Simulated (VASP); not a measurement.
Set up this calculation in VASP 6.6.1, as the native input.

```
Task                   : single point
Functional             : PBE
Potentials or basis    : VASP PAW PBE potentials, release 64 (Ru_pv)
Cutoff                 : 520 eV
k mesh                 : 16 × 16 × 1
Occupations            : gaussian, width 0.1 eV
Spin                   : no spin polarisation
Dipole correction      : yes
Further INCAR settings : ALGO = Normal; EDIFF = 1e-06; NBANDS = 88
```

The structure of Ru lies in POSCAR:

```
Ru
1.0
    2.7060000000      0.0000000000      0.0000000000
    1.3530000000      2.3434647426      0.0000000000
    0.0000000000      0.0000000000     38.8100000000
Ru
11
Direct
    0.0000000000      0.0000000000      0.2246555903
    0.3333333333      0.3333333333      0.2780455446
    0.0000000000      0.0000000000      0.3334638357
    0.3333333333      0.3333333333      0.3891527489
    0.0000000000      0.0000000000      0.4446237954
    0.3333333333      0.3333333333      0.5000000009
    0.0000000000      0.0000000000      0.5553762062
    0.3333333333      0.3333333333      0.6108472519
    0.0000000000      0.0000000000      0.6665361636
    0.3333333333      0.3333333333      0.7219544543
    0.0000000000      0.0000000000      0.7753444082
```

The input as run:

INCAR

```
ALGO     = Normal         # electronic algorithm
DIPOL    = 0.5 0.5 0.500
EDIFF    = 1E-6           # SCF threshold, eV
ENCUT    = 520            # plane-wave cutoff, eV
GGA      = PE             # functional
IDIPOL   = 3            
ISIF     = 2              # what is computed and relaxed
ISMEAR   = 0              # smearing method
LASPH    = T              # aspherical terms in the spheres
LCHARG   = T              # write CHGCAR
LDIPOL   = T            
LELF     = T              # ELF
LREAL    = F              # projectors in reciprocal space
LVACPOTAV= T            
LVHAR    = T            
LWAVE    = F              # write WAVECAR
NBANDS   = 88             # bands
NELM     = 60             # most SCF steps
PREC     = Accurate       # precision mode
SIGMA    = 0.1            # smearing width, eV
```

KPOINTS

```
k-points
0
Gamma
  16 16 1
```

Potentials or basis: VASP PAW PBE potentials, release 64 (Ru_pv).

Run with:

```console
$ cat potpaw_PBE.64/Ru_pv/POTCAR > POTCAR
$ mpirun -np 1 vasp_std > vasp.out
```

Results of the run:

```json
{"Largest force": "0.012 eV/Å", "Band gap on the k mesh": "zero (bands 77 and 78 overlap by 2.56 eV)"}
```

Run time: 41 min on 1 thread of Intel(R) Xeon(R) Platinum 8259CL CPU @ 2.50GHz (Skylake/Cascade Lake) (shared host), peak memory 0.61 GiB.
